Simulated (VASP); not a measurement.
A run of VASP 6.6.1:

Contents of POSCAR:

```
NaI
1.0
    0.0000000000      3.3248470000      3.3248470000
    3.3248470000      0.0000000000      3.3248470000
    3.3248470000      3.3248470000      0.0000000000
Na I
1 1
Direct
    0.0000000000      0.0000000000      0.0000000000
    0.5000000000      0.5000000000      0.5000000000
```

The input INCAR.step1:

```
SYSTEM = NaI
PREC     = Accurate       ! precision mode
ENCUT    = 550            ! plane-wave cutoff, eV
ISMEAR   = 0              ! smearing method
SIGMA    = 0.2439         ! smearing width, eV
LREAL    = .FALSE.        ! projectors in reciprocal space
LASPH    = .TRUE.         ! aspherical terms in the spheres
NELM     = 120            ! most SCF steps
NBANDS   = 14             ! bands
GGA      = PE             ! functional
ALGO     = Normal         ! electronic algorithm
EDIFF    = 1E-5           ! SCF threshold, eV
LWAVE    = .TRUE.         ! write WAVECAR
LCHARG   = .FALSE.        ! write CHGCAR
GGA_COMPAT= .FALSE.
```

File INCAR.step2:

```
SYSTEM = NaI
PREC     = Accurate       ! precision mode
ENCUT    = 550            ! plane-wave cutoff, eV
EDIFF    = 1E-6           ! SCF threshold, eV
ISMEAR   = 0              ! smearing method
SIGMA    = 0.2439         ! smearing width, eV
LREAL    = .FALSE.        ! projectors in reciprocal space
LASPH    = .TRUE.         ! aspherical terms in the spheres
NELM     = 120            ! most SCF steps
ALGO     = Normal         ! electronic algorithm
ISIF     = 2              ! what is computed and relaxed
LWAVE    = .FALSE.        ! write WAVECAR
LCHARG   = .TRUE.         ! write CHGCAR
METAGGA  = R2SCAN         ! meta-GGA
LMIXTAU  = .TRUE.       
LELF     = .TRUE.         ! ELF
LVHAR    = .TRUE.       
NBANDS   = 14             ! bands
ISTART   = 1            
GGA_COMPAT= .FALSE.
```

Contents of KPOINTS:

```
Automatic mesh
0
G
  7 7 7
  0 0 0
```

Potentials or basis: VASP PAW PBE potentials, release 64 (Na_pv, I).

Launch:

```sh
$ cat potpaw_PBE.64/Na_pv/POTCAR potpaw_PBE.64/I/POTCAR > POTCAR
$ cp INCAR.step1 INCAR
$ mpirun -np 1 vasp_std > vasp.out
$ cp INCAR.step2 INCAR
$ mpirun -np 1 vasp_std > vasp.out
```

Hardware: 1 thread of Intel(R) Xeon(R) 6975P-C (Granite Rapids), on a shared host.

Q: How long does it take, and how much memory?

A: It took 33 s on 1 thread of Intel(R) Xeon(R) 6975P-C (Granite Rapids), on a shared host, peak memory 0.22 GiB. Counts: k points 20.
